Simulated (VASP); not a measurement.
# HfN (Fm-3m) in VASP: notebook, part 2 of 2

VASP 6.6.1. The steps go on from the part before.

## 3. Relaxation of cell and atoms, PBEsol

This run uses another cell than the first one, of 11.48 Å³/atom, 1.007 times its volume.

Input file INCAR:

```
SYSTEM = HfN
PREC = Accurate
ENCUT = 600
EDIFF = 1E-6
ISMEAR = 0
SIGMA = 0.1
LREAL = .FALSE.
LASPH = .TRUE.
NELM = 80
ALGO = Normal
ISIF = 3
LWAVE = .FALSE.
LCHARG = .FALSE.
GGA = PS
IBRION = 2
NSW = 100
EDIFFG = -0.005
```

Input file KPOINTS:

```
Automatic mesh
0
G
  16 16 16
  0 0 0
```

Input file POSCAR:

```
HfN
1.0
    0.0000000000      2.2560000000      2.2560000000
    2.2560000000      0.0000000000      2.2560000000
    2.2560000000      2.2560000000      0.0000000000
Hf N
1 1
Direct
    0.0000000000      0.0000000000      0.0000000000
    0.5000000000      0.5000000000      0.5000000000
```

Potentials or basis: VASP PAW PBE potentials, release 64 (Hf_pv, N).

On the command line:

```console
$ cat potpaw_PBE.64/Hf_pv/POTCAR potpaw_PBE.64/N/POTCAR > POTCAR
$ mpirun -np 1 vasp_std > vasp.out
```

OUTCAR:

```text
SYSTEM = HfN
   PREC = Accurate
   ENCUT = 600
   EDIFF = 1E-6
   ISMEAR = 0
   LREAL = .FALSE.
   LASPH = .TRUE.
   NELM = 80
   ISIF = 3
   GGA = PS
   IBRION = 2
   NSW = 100
   EDIFFG = -0.005

 ion  position               nearest neighbor table
   1  0.000  0.000  0.000-   2 2.26   2 2.26   2 2.26   2 2.26   2 2.26   2 2.26
   2  0.500  0.500  0.500-   1 2.26   1 2.26   1 2.26   1 2.26   1 2.26   1 2.26

  LATTYP: Found a face centered cubic cell.
 ALAT       =     4.5120000000

  Lattice vectors:

 A1 = (   0.0000000000,   2.2560000000,   2.2560000000)
 A2 = (   2.2560000000,   0.0000000000,   2.2560000000)
 A3 = (   2.2560000000,   2.2560000000,   0.0000000000)

Analysis of symmetry for initial positions (statically):
=====================================================================
 Subroutine PRICEL returns:
 Original cell was already a primitive cell.

 Routine SETGRP: Setting up the symmetry group for a
 face centered cubic supercell.

 Subroutine GETGRP returns: Found 48 space group operations
 (whereof 48 operations were pure point group operations)
 out of a pool of 48 trial point group operations.

The static configuration has the point symmetry O_h .

Analysis of symmetry for dynamics (positions and initial velocities):
[... 169 lines left out ...]
  Total       -0.6058584     -0.6058584     -0.6058584     -0.0000000      0.0000000     -0.0000000
  in kB      -42.2702141    -42.2702141    -42.2702141     -0.0000000      0.0000000     -0.0000000
  external PRESSURE =     -42.2702141 kB  Pullay stress =       0.0000000 kB
[... 59 lines left out ...]
--------------------------------------- Ionic step        3  -------------------------------------------

 number of electron      15.0000002 magnetization

 Free energy of the ion-electron system (eV)
  ---------------------------------------------------
  ext. energy  EPLUGINS =         0.00000000
  ---------------------------------------------------
  free energy    TOTEN  =       -22.99844639 eV

  energy without entropy =      -22.99550230  energy(sigma->0) =      -22.99697434

 E-fermi :   8.3585     XC(G=0): -12.9925

 val. band max:        8.3462495629   @ k =  -0.4375   0.3125   0.1250
 cond. band min:       8.3594439782   @ k =  -0.1250   0.0625   0.0000
 fundamental gap:      0.0131944153
 Fermi energy:         8.3584945115

 k-point     1 :       0.0000    0.0000    0.0000
  band No.  band energies     occupation
      1     -22.6199      2.00000
      2     -22.6199      2.00000
      3     -22.6199      2.00000
      4      -9.1837      2.00000
      5       5.3618      2.00000
      6       5.3618      2.00000
      7       5.3618      2.00000
      8       7.9840      2.00000
      9       7.9840      2.00000
     10       7.9840      2.00000
     11      10.3609      0.00000
[... 309 lines left out ...]
 k-point    24 :      -0.0625    0.0625    0.0000
  band No.  band energies     occupation
      1     -22.7250      2.00000
      2     -22.6460      2.00000
      3     -22.6218      2.00000
      4      -8.9346      2.00000
      5       4.3201      2.00000
      6       4.6688      2.00000
      7       4.9938      2.00000
      8       8.1620      1.99454
      9       8.1626      1.99440
     10       8.6213      0.00020
     11      10.5146      0.00000

 [... further k-points ...]
[... 5 lines left out ...]
  --------------------------------------------------------------------------------------
  -------------------------------------------------------------------------------------
  Total       -0.0049970     -0.0049970     -0.0049970     -0.0000000      0.0000000      0.0000000
  in kB       -0.3538414     -0.3538414     -0.3538414     -0.0000000      0.0000000      0.0000000
  external PRESSURE =      -0.3538414 kB  Pullay stress =       0.0000000 kB
[... 17 lines left out ...]
  FREE ENERGIE OF THE ION-ELECTRON SYSTEM (eV)
  ---------------------------------------------------
  free  energy   TOTEN  =       -22.9984463895 eV

  energy  without entropy=      -22.9955022997  energy(sigma->0) =      -22.99697434

 reached required accuracy - stopping structural energy minimisation
```

CONTCAR:

```text
HfN
   1.00000000000000
    -0.0000000000000000    2.2448861212329807    2.2448861212329807
     2.2448861212329807    0.0000000000000000    2.2448861212329807
     2.2448861212329807    2.2448861212329807   -0.0000000000000000
  Hf              N
     1     1
Direct
     0.0000000000000000    0.0000000000000000    0.0000000000000000
     0.5000000000000000    0.5000000000000000    0.5000000000000000

  0.00000000E+00  0.00000000E+00  0.00000000E+00
  0.00000000E+00  0.00000000E+00  0.00000000E+00
```

Wall time 42 s (1 thread of Intel Xeon 6975P-C (Granite Rapids), shared host); peak memory 0.2 GiB.

What came out:

```yaml
Free_energy: -22.9984 eV
Relaxed_volume: 11.31 Å³/atom
Relaxed_cell: a = 3.175 Å, b = 3.175 Å, c = 3.175 Å, α = 60.00°, β = 60.00°, γ = 60.00°
Space_group_after_relaxing_to_0.05_Å: Fm-3m (No. 225)
Energy_gained_by_relaxing: 2.3 meV/atom
Ionic_steps: 3
Pressure_after_relaxing: 0.0 GPa
```

The path:
```tsv
step	energy change (eV)	largest force (eV/Å)	pressure (GPa)	volume (Å³)
1	0.0000	0.0000	-4.23	22.96
2	0.0135	0.0000	9.11	21.97
3	-0.0046	0.0000	-0.04	22.63
```

Final structure:
```
Hf N
1.0
     0.00000    2.24489    2.24489
     2.24489    0.00000    2.24489
     2.24489    2.24489    0.00000
Hf N
1 1
Direct
  0.00000 0.00000 0.00000
  0.50000 0.50000 0.50000
```

Levels at points of the mesh, in eV from the Fermi level:
```tsv
k point	band 4	band 5	band 6	band 7	band 8	band 9	band 10	band 11
(0.00, 0.00, 0.00)	-17.54	-3.00	-3.00	-3.00	-0.37	-0.37	-0.37	2.00
(0.50, 0.00, 0.00)	-14.66	-9.01	-6.26	-6.26	3.39	3.82	3.82	4.51
(0.50, 0.50, 0.00)	-16.42	-5.38	-3.92	-3.66	-3.66	4.20	5.70	5.80
```

Caveat: the PAW data sets were made with another functional, which shifts forces and pressure a little; spin-orbit coupling is left out, which moves the levels of the heavy elements.
